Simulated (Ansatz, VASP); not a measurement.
## Two plane-wave programs on MgO

Contents of INCAR:

```
ALGO = Normal
EDIFF = 1E-6
ENCUT = 520
GGA = PS
ISIF = 2
ISMEAR = 0
LASPH = T
LCHARG = F
LREAL = F
LWAVE = F
NBANDS = 16
NELM = 60
PREC = Accurate
SIGMA = 0.05
```

KPOINTS

```
k-points
0
Gamma
  9 9 6
```

POSCAR

```
MgO
1.0
    3.7621955854      0.0000000000      0.0000000000
   -1.8810977927      3.2581569510      0.0000000000
    0.0000000000      0.0000000000      3.7644529028
Mg O
2 2
Direct
    0.6666666667      0.3333333333      0.7500000000
    0.3333333333      0.6666666667      0.2500000000
    0.6666666667      0.3333333333      0.2500000000
    0.3333333333      0.6666666667      0.7500000000
```

Input for Ansatz:

```yaml
crystal:
  lattice:
    - [3.7621955854, 0.0, 0.0]
    - [-1.8810977927, 3.258156951, 0.0]
    - [0.0, 0.0, 3.7644529028]
  atoms:
    - { symbol: Mg, position: [0.6666666667, 0.3333333333, 0.75] }
    - { symbol: Mg, position: [0.3333333333, 0.6666666667, 0.25] }
    - { symbol: O, position: [0.6666666667, 0.3333333333, 0.25] }
    - { symbol: O, position: [0.3333333333, 0.6666666667, 0.75] }
basis:
  ecutwfc: 520.0
kpoints:
  mp_grid: { grid: [9, 9, 6] }
hamiltonian:
  xc: pbesol
  pseudopotentials: { kind: paw, azcp: { folder: soft_1 } }
scf:
  occupations: { method: gaussian, width: 0.05 }
output:
  forces: true
  stress: true
  eigenvalues: true
```

Alike in both runs: task single point; functional PBEsol; k mesh 9 × 9 × 6; occupations gaussian, width 0.05 eV; no spin polarisation.

|  | VASP | Ansatz |
| --- | --- | --- |
| version | VASP 6.6.1 | Ansatz 0.2.0 |
| potentials or method | VASP PAW PBE potentials, release 64 (Mg, O), cutoff 520 eV | scalar-relativistic, plane waves, PAW |
| valence electrons in the cell | 16 | 32 |

Ansatz gave:

* gap on the k mesh at the Fermi level (eV): 3.15
* least direct gap on the mesh (eV): 3.32
* pressure (GPa): 5.5
* traceless stress, the component that is largest in VASP (GPa): 26.87

Estimate VASP's values.

gap on the k mesh at the Fermi level (eV): 3.14; least direct gap on the mesh (eV): 3.31; pressure (GPa): 5.2; traceless stress, the component that is largest in VASP (GPa): 27.27.

VASP's potentials were made for PBE, not for PBEsol, and Ansatz warns of the same on its side. VASP's potentials hold 16 valence electrons a cell and Ansatz's 32, so a difference there can come from the potentials and not from the codes.
